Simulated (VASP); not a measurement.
The system is HfN.

```
CELL_PARAMETERS angstrom
0.00000 2.30025 2.30025
2.30025 0.00000 2.30025
2.30025 2.30025 0.00000
ATOMIC_POSITIONS crystal
Hf 0.00000 0.00000 0.00000
N 0.50000 0.50000 0.50000
```

This cell differs from its parent crystal: volume scaled by 1.06.

Base run:

- Program: VASP 6.6.1
- Functional: PBEsol
- Potentials or basis: VASP PAW PBE potentials, release 64 (Hf_pv, N)
- Cutoff: 520 eV
- k mesh: 10 × 10 × 10
- Occupations: fermi-dirac, width 0.05 eV
- Spin: no spin polarisation

Its results: pressure -18.1 GPa.

Task: The run is repeated on the same cell with these changes: functional from PBEsol to PBE. What comes out?

Result: Pressure -10.6 GPa.

PBE binds less tightly than PBEsol, so the same cell stands under more pressure.

Caveats: the PAW data sets were made with another functional, which shifts forces and pressure a little (some runs).
